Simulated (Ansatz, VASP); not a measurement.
Two plane-wave programs on Ti3Se

```
Ti Se
1.0
     3.99389    0.00000    0.00000
     0.00000    3.99389    0.00000
     0.00000    0.00000    3.99389
Ti Se
3 1
Direct
  0.00000 0.50000 0.50000
  0.50000 0.00000 0.50000
  0.50000 0.50000 0.00000
  0.00000 0.00000 0.00000
```

Alike in both runs: functional PBE; k mesh 12 × 12 × 12; occupations gaussian, width 0.1 eV; no spin polarisation.

Ansatz relaxed the structure, and its values are those at the end. VASP's run is a single point on that final structure, the one shown.

```csv
,VASP,Ansatz
version,VASP 6.6.1,Ansatz 0.2.0
potentials or method,"VASP PAW PBE potentials, release 64 (Ti_sv, Se), cutoff 520 eV","scalar-relativistic, plane waves, PAW"
valence electrons in the cell,42,52
```

```csv
,VASP,Ansatz,Ansatz less VASP
gap on the k mesh at the Fermi level (eV),none,none,-
pressure (GPa),0.0,0.0,+0.04
```

A gap of «none» marks a metal or a gap that the smearing closes. The functional is the same, so the differences come from potentials, cutoffs and numerics. VASP's potentials hold 42 valence electrons a cell and Ansatz's 52, so a difference there can come from the potentials and not from the codes.
